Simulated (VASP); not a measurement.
Crystal: GaB2As3.

```
Ga B As
1.0
     4.18680    0.00000    0.00000
     0.00000    4.18680    0.00000
     0.00000    0.00000    5.75685
Ga B As
1 2 3
Direct
  0.50000 0.50000 0.72227
  0.00000 0.00000 0.40145
  0.50000 0.50000 0.33727
  0.50000 0.00000 0.25006
  0.00000 0.50000 0.25006
  0.00000 0.00000 0.76479
```

* Program: VASP 6.6.1
* Task: relaxation of cell and atoms
* Functional: PBE
* Potentials or basis: VASP PAW PBE potentials, release 64 (Ga_d, B, As)
* Cutoff: 600 eV
* k mesh: 4 × 4 × 4
* Occupations: gaussian, width 0.1 eV
* Spin: no spin polarisation

At the start: pressure 1.3 GPa; volume 16.82 Å³/atom.

**Question.** How do energy, volume and symmetry change on relaxing?

**Answer.** Over 36 steps the energy falls by 245.0 meV/atom and the volume is 17.84 Å³/atom (+6.1 %); space group P4mm (No. 99, to 0.05 Å).

Step by step:
```csv
step,energy change (eV),largest force (eV/Å),pressure (GPa),volume (Å³)
1,0.0000,1.1914,1.26,100.91
2,-0.0917,0.9670,-0.39,102.86
3,-0.1239,0.7761,-1.78,104.83
4,-0.1987,0.6901,-1.03,103.76
5,-0.3501,0.4794,1.37,100.58
6,-0.4707,0.6848,4.63,94.41
7,3.0948,14.0296,27.55,82.74
8,-0.4669,0.6999,4.85,94.19
9,-0.3199,1.2939,9.77,88.36
10,-0.4810,0.7336,5.17,93.42
11,-0.5215,0.8836,6.78,90.87
12,-0.5442,0.9347,6.48,90.99
13,-0.5533,1.0232,6.21,91.12
14,-0.5910,1.0159,5.36,91.85
15,-0.6802,0.9593,3.00,94.05
16,-0.7566,0.7554,-1.00,98.56
17,-0.7884,0.7545,-0.84,98.68
18,-0.8736,0.7883,-0.31,99.04
19,-0.9953,1.0008,0.94,99.67
20,-0.9899,3.0035,4.27,100.62
21,-1.0364,1.9027,2.41,100.16
22,-1.0671,1.8247,2.27,100.52
23,-1.1541,1.6040,1.93,101.58
24,-1.2864,1.3032,1.53,103.64
25,-1.3064,1.1991,1.18,107.47
26,-1.3476,1.3948,1.31,105.43
27,-1.3504,1.3663,1.27,105.87
28,-1.4115,0.9661,0.55,106.65
29,-1.4646,0.0400,-0.78,108.39
30,-1.4647,0.0615,-0.73,108.31
31,-1.4674,0.0642,-0.36,107.80
32,-1.4685,0.1007,0.01,107.29
33,-1.4686,0.1125,0.08,107.19
34,-1.4692,0.0777,0.06,107.15
35,-1.4698,0.0687,0.01,107.07
36,-1.4700,0.0314,-0.02,107.06
```

Final structure:
```yaml
crystal:
  lattice:
    - [3.94619, 0.00000, 0.00000]
    - [0.00000, 3.94619, 0.00000]
    - [0.00000, 0.00000, 6.87521]
  atoms:
    - { symbol: Ga, position: [0.50000, 0.50000, 0.83529] }
    - { symbol: B, position: [0.00000, 0.00000, 0.43616] }
    - { symbol: B, position: [0.50000, 0.50000, 0.14310] }
    - { symbol: As, position: [0.50000, 0.00000, 0.28733] }
    - { symbol: As, position: [0.00000, 0.50000, 0.28733] }
    - { symbol: As, position: [0.00000, 0.00000, 0.73669] }
```

Caveat: the k points lie up to 0.40 Å⁻¹ apart in the final cell.
